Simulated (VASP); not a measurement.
# WS2 in VASP: further runs, part 2 of 2

VASP 6.6.1.

### 6 Single point, LDA (volume scaled by 1.02)

The input, INCAR:

```
SYSTEM = WS2
PREC     = Accurate       ! precision mode
ENCUT    = 520            ! plane-wave cutoff, eV
EDIFF    = 1E-7           ! SCF threshold, eV
ISMEAR   = -1             ! smearing method
SIGMA    = 0.05           ! smearing width, eV
LREAL    = .FALSE.        ! projectors in reciprocal space
LASPH    = .TRUE.         ! aspherical terms in the spheres
NELM     = 60             ! most SCF steps
ALGO     = Normal         ! electronic algorithm
ISIF     = 2              ! what is computed and relaxed
LWAVE    = .FALSE.        ! write WAVECAR
LCHARG   = .FALSE.        ! write CHGCAR
NBANDS   = 20             ! bands
```

The input, KPOINTS:

```
Automatic mesh
0
G
  10 10 2
  0 0 0
```

The input, POSCAR:

```
WS2
1.0
    3.2045998594      0.0000000000      0.0000000000
   -1.6022999297      2.7752648871      0.0000000000
    0.0000000000      0.0000000000     17.0628366442
W S
1 2
Direct
    0.0000000000      0.0000000000      0.0000000000
    0.3333333333      0.6666666667      0.0920005100
    0.3333333333      0.6666666667      0.9079994900
```

Potentials or basis: VASP PAW LDA potentials, release 64 (W_sv, S).

Started as:

```bash
$ cat potpaw_LDA.64/W_sv/POTCAR potpaw_LDA.64/S/POTCAR > POTCAR
$ mpirun -np 1 vasp_std > vasp.out
```

OUTCAR:

```text
SYSTEM = WS2
   PREC = Accurate
   ENCUT = 520
   EDIFF = 1E-7
   ISMEAR = -1
   LREAL = .FALSE.
   LASPH = .TRUE.
   NELM = 60
   ISIF = 2

 ion  position               nearest neighbor table
   1  0.000  0.000  0.000-   2 2.43   3 2.43   2 2.43   3 2.43   2 2.43   3 2.43
   2  0.333  0.667  0.092-   1 2.43   1 2.43   1 2.43
   3  0.333  0.667  0.908-   1 2.43   1 2.43   1 2.43

  LATTYP: Found a hexagonal cell.
 ALAT       =     3.2045998594
 C/A-ratio  =     5.3244827413

  Lattice vectors:

 A1 = (   3.2045998594,   0.0000000000,   0.0000000000)
 A2 = (  -1.6022999297,   2.7752648871,   0.0000000000)
 A3 = (   0.0000000000,   0.0000000000,  17.0628366442)

Analysis of symmetry for initial positions (statically):
=====================================================================
 Subroutine PRICEL returns:
 Original cell was already a primitive cell.

 Routine SETGRP: Setting up the symmetry group for a
 hexagonal supercell.

 Subroutine GETGRP returns: Found 12 space group operations
 (whereof 12 operations were pure point group operations)
 out of a pool of 24 trial point group operations.

The static configuration has the point symmetry D_3h.

Analysis of symmetry for dynamics (positions and initial velocities):
=====================================================================
 Subroutine PRICEL returns:
 Original cell was already a primitive cell.

 Routine SETGRP: Setting up the symmetry group for a
 hexagonal supercell.

 Subroutine GETGRP returns: Found 12 space group operations
 (whereof 12 operations were pure point group operations)
 out of a pool of 24 trial point group operations.

The dynamic configuration has the point symmetry D_3h.

 Subroutine INISYM returns: Found 12 space group operations
 (whereof 12 operations are pure point group operations),
 and found     1 'primitive' translations
[... 105 lines left out ...]
   POTIM  = 0.5000    time-step for ionic-motion
   TEBEG  =    0.0;   TEEND  =   0.0 temperature during run
   PSTRESS=    0.0 pullay stress
   NELECT =      26.0000    total number of electrons
   NUPDOWN=      -1.0000    fix difference up-down
   EMIN   =  10.00;   EMAX   =-10.00  energy-range for DOS
   EFERMI =   0.00;   METHOD = LEGACY
   ISMEAR =    -1;   SIGMA  =   0.05  broadening in eV -4-tet -1-fermi 0-gaus
   EFERMI_NEDOS =   21; number of points for ismear=-14 and -15
   IALGO  =     38    algorithm
   IMIX   =      4    mixing-type and parameters
     AMIX     =   0.40;   BMIX     =  1.00
     AMIX_MAG =   1.60;   BMIX_MAG =  1.00
  volume/ion in A,a.u.               =      50.58       341.35
  Fermi-wavevector in a.u.,A,eV,Ry     =   0.909263  1.718258 11.248738  0.826759
  Thomas-Fermi vector in A             =   2.033287
   LORBIT       =      0    0 simple, 1 ext, 2 COOP (PROOUT), +10 PAW based schemes
   GGA     = CA    functional components
   LHFCALC =     F    Hartree Fock is set to
   AEXX    =    0.0000 exact exchange contribution
   IVDW    =     0    specifies the selected vdW correction
   LEPSILON=     F    determine dielectric tensor
   LRPA    =     F    only Hartree local field effects (RPA)
 non-spin polarized calculation
  energy-cutoff  :      520.00
  volume of cell :      151.75
 maximum number of plane-waves:      4134
 NGX is ok and might be reduce to    24
   NGX = 11   NGY = 11   NGZ = 63

 number of electron      26.0000003 magnetization

 Free energy of the ion-electron system (eV)
  ---------------------------------------------------
  ext. energy  EPLUGINS =         0.00000000
  ---------------------------------------------------
  free energy    TOTEN  =       -26.07108060 eV

  energy without entropy =      -26.07108060  energy(sigma->0) =      -26.07108060

 E-fermi :  -0.5881     XC(G=0):  -4.5888

 val. band max:       -1.5295107134   @ k =   0.0000   0.0000   0.5000
 cond. band min:       0.4020018753   @ k =   0.3000   0.3000   0.5000
 fundamental gap:      1.9315125887
 Fermi energy:        -0.5880826533

 k-point     1 :       0.0000    0.0000    0.0000
  band No.  band energies     occupation
      1     -75.1206      2.00000
      2     -39.6050      2.00000
      3     -39.4636      2.00000
      4     -39.4636      2.00000
      5     -16.0711      2.00000
      6     -14.4540      2.00000
[... 541 lines left out ...]
     19       6.5397      0.00000
     20       6.6427      0.00000

 [... further k-points ...]
[... 5 lines left out ...]
  --------------------------------------------------------------------------------------
  -------------------------------------------------------------------------------------
  Total       -3.1328998     -3.1328998     -2.2087149     -0.0000000     -0.0000000      0.0000000
  in kB      -33.0771134    -33.0771133    -23.3195816     -0.0000000     -0.0000000      0.0000000
  external PRESSURE =     -29.8246028 kB  Pullay stress =       0.0000000 kB

 VOLUME and BASIS-vectors are now :
 -----------------------------------------------------------------------------
  energy-cutoff  :      520.00
  volume of cell :      151.75
      direct lattice vectors                 reciprocal lattice vectors
     3.204599859  0.000000000  0.000000000     0.312051440  0.180162983  0.000000000
    -1.602299930  2.775264887  0.000000000     0.000000000  0.360325966  0.000000000
     0.000000000  0.000000000 17.062836644     0.000000000  0.000000000  0.058606902

 POSITION                                       TOTAL-FORCE (eV/Angst)
 -----------------------------------------------------------------------------------
      0.00000      0.00000      0.00000        -0.000000     -0.000000      0.000000
     -0.00000      1.85018      1.56979        -0.000000      0.000000     -0.694808
     -0.00000      1.85018     15.49305         0.000000      0.000000      0.694808
 -----------------------------------------------------------------------------------
    total drift:                                0.000000     -0.000000     -0.000000

  FREE ENERGIE OF THE ION-ELECTRON SYSTEM (eV)
  ---------------------------------------------------
  free  energy   TOTEN  =       -26.0710805962 eV

  energy  without entropy=      -26.0710805955  energy(sigma->0) =      -26.07108060
```

It took 63 s on 1 thread of AMD EPYC 9R45 (Zen 5), shared host; peak memory 0.22 GiB.

Results:

| Quantity | Value |
| --- | --- |
| Free energy | -26.0711 eV |
| Largest force | 0.695 eV/Å |
| Band gap on the k mesh | 1.93 eV, indirect (least direct gap 2.09 eV) |

Forces on the atoms (eV/Å):
```
W    0.000  0.000  0.000
S    0.000  0.000 -0.695
S    0.000  0.000  0.695
```

Caveat: spin-orbit coupling is left out, which moves the levels of the heavy elements.

### 7 The runs side by side

```csv
level,potentials or basis,cell,gap on the mesh (eV),largest force (eV/Å)
PBE+D3(BJ),"VASP PAW PBE potentials, release 64 (W_sv, S)","a = 3.184, b = 3.184, c = 16.951 Å, angles 90.0, 90.0, 120.0°, 3 atoms",2.00,0.16
LDA,"VASP PAW LDA potentials, release 64 (W_sv, S)","a = 3.119, b = 3.119, c = 16.605 Å, angles 90.0, 90.0, 120.0°, 3 atoms",2.18,0.83
LDA,"VASP PAW LDA potentials, release 64 (W_sv, S)","a = 3.140, b = 3.140, c = 16.721 Å, angles 90.0, 90.0, 120.0°, 3 atoms",2.11,0.40
LDA,"VASP PAW LDA potentials, release 64 (W_sv, S)","a = 3.184, b = 3.184, c = 16.951 Å, angles 90.0, 90.0, 120.0°, 3 atoms",1.99,0.36
LDA,"VASP PAW LDA potentials, release 64 (W_sv, S)","a = 3.205, b = 3.205, c = 17.063 Å, angles 90.0, 90.0, 120.0°, 3 atoms",1.93,0.69
```

Alike in all rows: task single point; no spin polarisation; k mesh 10 × 10 × 2; cutoff (eV) 520; smearing fermi-dirac 0.05 eV.

Caveats: spin-orbit coupling is left out, which moves the levels of the heavy elements; three body term missing (some runs).

Total energies depend on the potentials used, so only differences within one code and one set of settings carry meaning.
